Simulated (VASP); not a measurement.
# TiCo3 (Pm-3m) in VASP: notebook, part 2 of 2

VASP 6.6.1.

## Step 5: Single point, PBEsol, collinear spin, ferromagnetic start

This run uses another cell than the first one, of 11.38 Å³/atom.

Contents of INCAR:

```
SYSTEM = TiCo3
PREC = Accurate
ENCUT = 520
EDIFF = 1E-6
ISMEAR = -1
SIGMA = 0.05
LREAL = .False.
LASPH = .True.
NELM = 150
ALGO = Fast
ISIF = 2
LWAVE = .False.
LCHARG = .True.
ISPIN = 2
MAGMOM = 2 2 2 1
LORBIT = 11
LMAXMIX = 4
GGA = PS
LELF = .True.
LVHAR = .True.
NBANDS = 32
```

Contents of KPOINTS:

```
regular mesh
0
Gamma
  8 8 8
  0 0 0
```

Contents of POSCAR:

```
TiCo3
1.0
    3.5710000000      0.0000000000      0.0000000000
    0.0000000000      3.5710000000      0.0000000000
    0.0000000000      0.0000000000      3.5710000000
Co Ti
3 1
Direct
    0.5000000000      0.5000000000      0.0000000000
    0.5000000000      0.0000000000      0.5000000000
    0.0000000000      0.5000000000      0.5000000000
    0.0000000000      0.0000000000      0.0000000000
```

Started as:

```
cat potpaw_PBE.64/Co/POTCAR potpaw_PBE.64/Ti_sv/POTCAR > POTCAR
mpirun -np 1 vasp_std > vasp.out
```

Wall time 69 s (1 thread of Intel Xeon 6975P-C (Granite Rapids), shared host); peak memory 0.22 GiB.

The run converged. Its results:

```yaml
Free_energy: -32.6910 eV
Pressure: -8.2 GPa
Net_moment: 0.93 μB per cell
Site_moments: Co +0.37; Ti -0.14 μB
Valence_electrons_inside_the_program's_atomic_spheres: Co 8.36; Ti 10.42
```

Levels at points of the mesh, in eV from the Fermi level:
Spin up:
| k point | band 18 | band 19 | band 20 | band 21 | band 22 | band 23 |
| --- | --- | --- | --- | --- | --- | --- |
| (0.00, 0.00, 0.00) | 0.46 | 0.46 | 0.46 | 2.44 | 2.44 | 3.29 |
| (0.50, 0.00, 0.00) | -0.75 | -0.74 | -0.20 | 0.47 | 1.17 | 1.17 |
| (0.50, 0.50, 0.00) | -1.06 | -1.06 | -0.56 | -0.55 | 1.68 | 1.68 |
| (0.50, 0.50, 0.50) | 0.24 | 0.24 | 0.24 | 0.80 | 0.80 | 0.80 |
Spin down:
| k point | band 15 | band 16 | band 17 | band 18 | band 19 | band 20 | band 21 | band 22 | band 23 | band 24 |
| --- | --- | --- | --- | --- | --- | --- | --- | --- | --- | --- |
| (0.00, 0.00, 0.00) | 0.13 | 0.13 | 0.66 | 0.84 | 0.84 | 0.84 | 2.59 | 2.59 | 3.29 | 3.29 |
| (0.50, 0.00, 0.00) | -0.88 | -0.55 | -0.44 | -0.44 | -0.30 | 0.30 | 0.84 | 1.18 | 1.18 | 1.98 |
| (0.50, 0.50, 0.00) | -1.54 | -1.24 | -0.69 | -0.60 | -0.60 | -0.25 | -0.21 | 1.68 | 1.68 | 2.20 |
| (0.50, 0.50, 0.50) | -0.86 | -0.86 | -0.05 | 0.65 | 0.65 | 0.65 | 0.77 | 0.77 | 0.77 | 2.24 |

Caveat: the cell stands under tension; the PAW data sets were made with another functional, which shifts forces and pressure a little.

## Step 6: Single point, PBEsol, collinear spin, ferromagnetic start

This run uses another cell than the first one, of 11.84 Å³/atom.

Contents of INCAR:

```
SYSTEM = TiCo3
  PREC = Accurate
  ENCUT = 520
  EDIFF = 1E-6
  ISMEAR = -1
  SIGMA = 0.05
  LREAL = .False.
  LASPH = .True.
  NELM = 150
  ALGO = Normal
  ISIF = 2
  LWAVE = .False.
  LCHARG = .False.
  ISPIN = 2
  MAGMOM = 2 2 2 1
  LORBIT = 11
  LMAXMIX = 4
  GGA = PS
  NBANDS = 32
```

KPOINTS is that of step 5.

Contents of POSCAR:

```
TiCo3
1.0
    3.6179922310      0.0000000000      0.0000000000
    0.0000000000      3.6179922310      0.0000000000
    0.0000000000      0.0000000000      3.6179922310
Co Ti
3 1
Direct
    0.5000000000      0.5000000000      0.0000000000
    0.5000000000      0.0000000000      0.5000000000
    0.0000000000      0.5000000000      0.5000000000
    0.0000000000      0.0000000000      0.0000000000
```

Potentials or basis: VASP PAW PBE potentials, release 64 (Co, Ti_sv).

Started as:

```
cat potpaw_PBE.64/Co/POTCAR potpaw_PBE.64/Ti_sv/POTCAR > POTCAR
mpirun -np 1 vasp_std > vasp.out
```

OUTCAR:

```text
SYSTEM = TiCo3
   PREC = Accurate
   ENCUT = 520
   EDIFF = 1E-6
   ISMEAR = -1
   LREAL = .False.
   LASPH = .True.
   NELM = 150
   ISIF = 2
   ISPIN = 2
   LORBIT = 11
   GGA = PS

 ion  position               nearest neighbor table
   1  0.500  0.500  0.000-   2 2.56   3 2.56   4 2.56   2 2.56   3 2.56   2 2.56   4 2.56   2 2.56
                             3 2.56   4 2.56   3 2.56   4 2.56
   2  0.500  0.000  0.500-   1 2.56   3 2.56   4 2.56   1 2.56   4 2.56   1 2.56   3 2.56   1 2.56
                             3 2.56   4 2.56   4 2.56   3 2.56
   3  0.000  0.500  0.500-   1 2.56   2 2.56   4 2.56   1 2.56   4 2.56   2 2.56   4 2.56   4 2.56
                             1 2.56   2 2.56   1 2.56   2 2.56
   4  0.000  0.000  0.000-   1 2.56   2 2.56   3 2.56   2 2.56   3 2.56   1 2.56   3 2.56   3 2.56
                             1 2.56   2 2.56   2 2.56   1 2.56

  LATTYP: Found a simple cubic cell.
 ALAT       =     3.6179922310

  Lattice vectors:

 A1 = (   3.6179922310,   0.0000000000,   0.0000000000)
 A2 = (   0.0000000000,   3.6179922310,   0.0000000000)
 A3 = (   0.0000000000,   0.0000000000,   3.6179922310)

Analysis of symmetry for initial positions (statically):
=====================================================================
 Subroutine PRICEL returns:
 Original cell was already a primitive cell.

 Routine SETGRP: Setting up the symmetry group for a
 simple cubic supercell.

 Subroutine GETGRP returns: Found 48 space group operations
 (whereof 48 operations were pure point group operations)
 out of a pool of 48 trial point group operations.

The static configuration has the point symmetry O_h .

Analysis of symmetry for dynamics (positions and initial velocities):
=====================================================================
 Subroutine PRICEL returns:
 Original cell was already a primitive cell.

 Routine SETGRP: Setting up the symmetry group for a
 simple cubic supercell.

 Subroutine GETGRP returns: Found 48 space group operations
 (whereof 48 operations were pure point group operations)
 out of a pool of 48 trial point group operations.

The dynamic configuration has the point symmetry O_h .

Analysis of structural, dynamic, and magnetic symmetry:
=====================================================================
 Subroutine PRICEL returns:
 Original cell was already a primitive cell.

 Routine SETGRP: Setting up the symmetry group for a
 simple cubic supercell.

 Subroutine GETGRP returns: Found 48 space group operations
 (whereof 48 operations were pure point group operations)
 out of a pool of 48 trial point group operations.

The overall configuration has the point symmetry O_h .

 Subroutine INISYM returns: Found 48 space group operations
 (whereof 48 operations are pure point group operations),
 and found     1 'primitive' translations

----------------------------------------------------------------------------------------

                                     Primitive cell

  volume of cell :      47.3590

  direct lattice vectors                    reciprocal lattice vectors
     3.617992231  0.000000000  0.000000000     0.276396392  0.000000000  0.000000000
     0.000000000  3.617992231  0.000000000     0.000000000  0.276396392  0.000000000
     0.000000000  0.000000000  3.617992231     0.000000000  0.000000000  0.276396392

  length of vectors
     3.617992231  3.617992231  3.617992231     0.276396392  0.276396392  0.276396392

[... 89 lines left out ...]
   NFREE  =      0    steps in history (QN), initial steepest desc. (CG)
   ISIF   =      2    stress and relaxation
   ISYM   =      2    0-nonsym 1-usesym 2-fastsym
   POTIM  = 0.5000    time-step for ionic-motion
   TEBEG  =    0.0;   TEEND  =   0.0 temperature during run
   PSTRESS=    0.0 pullay stress
   NELECT =      39.0000    total number of electrons
   NUPDOWN=      -1.0000    fix difference up-down
   EMIN   =  10.00;   EMAX   =-10.00  energy-range for DOS
   EFERMI =   0.00;   METHOD = LEGACY
   ISMEAR =    -1;   SIGMA  =   0.05  broadening in eV -4-tet -1-fermi 0-gaus
   EFERMI_NEDOS =   21; number of points for ismear=-14 and -15
   IALGO  =     38    algorithm
   IMIX   =      4    mixing-type and parameters
     AMIX     =   0.40;   BMIX     =  1.00
     AMIX_MAG =   1.60;   BMIX_MAG =  1.00
  volume/ion in A,a.u.               =      11.84        79.90
  Fermi-wavevector in a.u.,A,eV,Ry     =   1.534483  2.899752 32.036794  2.354638
  Thomas-Fermi vector in A             =   2.641405
   LORBIT       =     11    0 simple, 1 ext, 2 COOP (PROOUT), +10 PAW based schemes
   GGA     = PS    functional components
   LHFCALC =     F    Hartree Fock is set to
   AEXX    =    0.0000 exact exchange contribution
   IVDW    =     0    specifies the selected vdW correction
   LEPSILON=     F    determine dielectric tensor
   LRPA    =     F    only Hartree local field effects (RPA)
 spin polarized calculation
  energy-cutoff  :      520.00
  volume of cell :       47.36
 maximum number of plane-waves:      1328
 NGX is ok and might be reduce to    28
   NGX = 13   NGY = 13   NGZ = 13

 number of electron      39.0000028 magnetization      -0.0029314

 number of electron      39.0000028 magnetization       0.0002871

 Free energy of the ion-electron system (eV)
  ---------------------------------------------------
  ext. energy  EPLUGINS =         0.00000000
  ---------------------------------------------------
  free energy    TOTEN  =       -32.54219685 eV

  energy without entropy =      -32.49119064  energy(sigma->0) =      -32.51669375

 E-fermi :   9.6167     XC(G=0): -13.2353

 val. band max:        9.6145803332   @ k =   0.5000   0.3750   0.3750
 cond. band min:       9.6171856587   @ k =   0.5000   0.3750   0.1250
 fundamental gap:      0.0026053255
 Fermi energy:         9.6166553749

 spin component 1

 k-point     1 :       0.0000    0.0000    0.0000
  band No.  band energies     occupation
      1     -46.6760      1.00000
      2     -23.0204      1.00000
      3     -23.0204      1.00000
      4     -23.0204      1.00000
      5       1.7872      1.00000
      6       5.5507      1.00000
[... 805 lines left out ...]
     30      19.8197      0.00000
     31      21.4126      0.00000

 [... further k-points ...]

 spin component 2

 k-point     1 :       0.0000    0.0000    0.0000
  band No.  band energies     occupation
      1     -46.6760      1.00000
      2     -23.0204      1.00000
      3     -23.0204      1.00000
      4     -23.0204      1.00000
      5       1.7872      1.00000
      6       5.5508      1.00000
[... 805 lines left out ...]
     30      19.8197      0.00000
     31      21.4127      0.00000

 [... further k-points ...]

 [bands above 31 left out]

------------------------ aborting loop because EDIFF is reached ----------------------------------------

  FORCE on cell =-STRESS in cart. coord.  units (eV):
  Direction    XX          YY          ZZ          XY          YZ          ZX
  --------------------------------------------------------------------------------------
  -------------------------------------------------------------------------------------
  Total       -4.7360503     -4.7360503     -4.7360503      0.0000000     -0.0000000      0.0000000
  in kB     -160.2226815   -160.2226815   -160.2226815      0.0000000     -0.0000000      0.0000000
  external PRESSURE =    -160.2226815 kB  Pullay stress =       0.0000000 kB

 VOLUME and BASIS-vectors are now :
 -----------------------------------------------------------------------------
  energy-cutoff  :      520.00
  volume of cell :       47.36
      direct lattice vectors                 reciprocal lattice vectors
     3.617992231  0.000000000  0.000000000     0.276396392  0.000000000  0.000000000
     0.000000000  3.617992231  0.000000000     0.000000000  0.276396392  0.000000000
     0.000000000  0.000000000  3.617992231     0.000000000  0.000000000  0.276396392

 POSITION                                       TOTAL-FORCE (eV/Angst)
 -----------------------------------------------------------------------------------
      1.80900      1.80900      0.00000         0.000000      0.000000      0.000000
      1.80900      0.00000      1.80900         0.000000      0.000000      0.000000
      0.00000      1.80900      1.80900         0.000000      0.000000      0.000000
      0.00000      0.00000      0.00000         0.000000      0.000000      0.000000
 -----------------------------------------------------------------------------------
    total drift:                                0.000000      0.000000      0.000000

  FREE ENERGIE OF THE ION-ELECTRON SYSTEM (eV)
  ---------------------------------------------------
  free  energy   TOTEN  =       -32.5421968508 eV

  energy  without entropy=      -32.4911906400  energy(sigma->0) =      -32.51669375

 total charge

# of ion       s       p       d       tot
------------------------------------------
    1        0.496   0.485   7.309   8.290
    2        0.496   0.485   7.309   8.290
    3        0.496   0.485   7.309   8.290
    4        2.261   6.184   1.911  10.356
--------------------------------------------------
tot          3.749   7.639  23.838  35.225

 magnetization (x)

# of ion       s       p       d       tot
------------------------------------------
    1       -0.000  -0.000   0.000   0.000
    2       -0.000  -0.000   0.000   0.000
    3       -0.000  -0.000   0.000   0.000
    4        0.000  -0.000  -0.000  -0.000
--------------------------------------------------
tot         -0.000  -0.000   0.000   0.000
```

stdout:

```text
POSCAR found type information on POSCAR CoTi
 POSCAR found :  2 types and       4 ions
 scaLAPACK will be used
 -----------------------------------------------------------------------------
|                                                                             |
|                                                                             |
|     You enforced a specific xc type in the INCAR file but a different       |
|     I HOPE YOU KNOW WHAT YOU ARE DOING!                                     |
|                                                                             |
 -----------------------------------------------------------------------------

 LDA part: xc-table for (Slater+PW92), standard interpolation
 POSCAR, INCAR and KPOINTS ok, starting setup
 FFT: planning ... GRIDC
 FFT: planning ... GRID_SOFT
 FFT: planning ... GRID
 WAVECAR not read
 entering main loop
```

Wall time 83 s (1 thread of Intel Xeon 6975P-C (Granite Rapids), shared host); peak memory 0.22 GiB.

Results:

- Free energy: -32.5422 eV
- Pressure: -16.0 GPa
- Net moment: 0.00 μB per cell
- Valence electrons inside the program's atomic spheres: Co 8.29; Ti 10.36

Levels at points of the mesh, in eV from the Fermi level:
Spin up:
| k point | band 16 | band 17 | band 18 | band 19 | band 20 | band 21 | band 22 | band 23 | band 24 | band 25 |
| --- | --- | --- | --- | --- | --- | --- | --- | --- | --- | --- |
| (0.00, 0.00, 0.00) | -0.05 | 0.43 | 0.65 | 0.65 | 0.65 | 2.43 | 2.43 | 3.22 | 3.22 | 3.22 |
| (0.50, 0.00, 0.00) | -0.66 | -0.53 | -0.53 | -0.45 | 0.10 | 0.65 | 1.16 | 1.16 | 1.85 | 2.36 |
| (0.50, 0.50, 0.00) | -1.16 | -0.82 | -0.73 | -0.73 | -0.34 | -0.32 | 1.65 | 1.65 | 2.03 | 2.03 |
| (0.50, 0.50, 0.50) | -0.88 | 0.04 | 0.46 | 0.46 | 0.46 | 0.76 | 0.76 | 0.76 | 2.08 | 2.08 |
Spin down:
| k point | band 16 | band 17 | band 18 | band 19 | band 20 | band 21 | band 22 | band 23 | band 24 | band 25 |
| --- | --- | --- | --- | --- | --- | --- | --- | --- | --- | --- |
| (0.00, 0.00, 0.00) | -0.05 | 0.43 | 0.65 | 0.65 | 0.65 | 2.43 | 2.43 | 3.22 | 3.22 | 3.22 |
| (0.50, 0.00, 0.00) | -0.66 | -0.53 | -0.53 | -0.45 | 0.10 | 0.65 | 1.16 | 1.16 | 1.85 | 2.36 |
| (0.50, 0.50, 0.00) | -1.16 | -0.82 | -0.73 | -0.73 | -0.34 | -0.32 | 1.65 | 1.65 | 2.03 | 2.03 |
| (0.50, 0.50, 0.50) | -0.88 | 0.04 | 0.46 | 0.46 | 0.46 | 0.76 | 0.76 | 0.76 | 2.08 | 2.08 |

Caveat: the cell stands under tension; the PAW data sets were made with another functional, which shifts forces and pressure a little.

## Step 7: Overview

| cell | gap on the mesh (eV) | pressure (GPa) | moment (μB) |
| --- | --- | --- | --- |
| a = 3.498 Å, 4 atoms | none | 5.5 | 0.41 |
| a = 3.547 Å, 4 atoms | none | -4.2 | 0.74 |
| a = 3.571 Å, 4 atoms | none | -8.2 | 0.93 |

Alike in all rows: task single point; level PBEsol; potentials or basis VASP PAW PBE potentials, release 64 (Co, Ti_sv); spin collinear, ferromagnetic start; k mesh 8 × 8 × 8; cutoff (eV) 520; smearing fermi-dirac 0.05 eV.

Caveats: the PAW data sets were made with another functional, which shifts forces and pressure a little; the cell stands under tension (at least some runs); the cell stands under pressure (at least some runs).

Absolute energies hang on the potentials; compare differences alone.
